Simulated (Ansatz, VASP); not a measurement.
## Mg2ZnS3 in VASP and in Ansatz

```
Mg Zn S
1.0
     0.00000    0.00000   -6.43418
     0.00000    6.90069    0.00000
     5.97770   -3.45034    0.00000
Mg Zn S
4 2 6
Direct
  0.49626 0.50358 0.66985
  0.49626 0.83373 0.33015
  0.99626 0.49642 0.33015
  0.99626 0.16627 0.66985
  0.49516 0.16336 0.00000
  0.99516 0.83664 0.00000
  0.62697 0.84415 0.00000
  0.61268 0.16690 0.67688
  0.61268 0.49002 0.32312
  0.12697 0.15585 0.00000
  0.11268 0.50998 0.67688
  0.11268 0.83310 0.32312
```

Alike in both runs: task single point; functional PBE; k mesh 2 × 2 × 2; occupations gaussian, width 0.1 eV; no spin polarisation.

|  | VASP | Ansatz |
| --- | --- | --- |
| version | VASP 6.6.1 | Ansatz 0.2.0 |
| potentials or method | VASP PAW PBE potentials, release 64 (Mg, Zn, S), cutoff 520 eV | scalar-relativistic, plane waves, PAW |
| valence electrons in the cell | 68 | 100 |

Ansatz gave:

| Item | Value |
| --- | --- |
| gap on the k mesh at the Fermi level (eV) | 2.96 |
| least direct gap on the mesh (eV) | 2.96 |
| pressure (GPa) | 0.0 |
| rms of the force components (eV/Å) | 0.003 |

Q: Which values does VASP return?

A: gap on the k mesh at the Fermi level (eV): 2.96; least direct gap on the mesh (eV): 2.96; pressure (GPa): -0.1; rms of the force components (eV/Å): 0.009.

Atom by atom the forces differ by 0.010 eV/Å (rms over components). VASP's potentials hold 68 valence electrons a cell and Ansatz's 100, so a difference there can come from the potentials and not from the codes.

The k mesh is coarse, so the values compare programs but aren't converged.
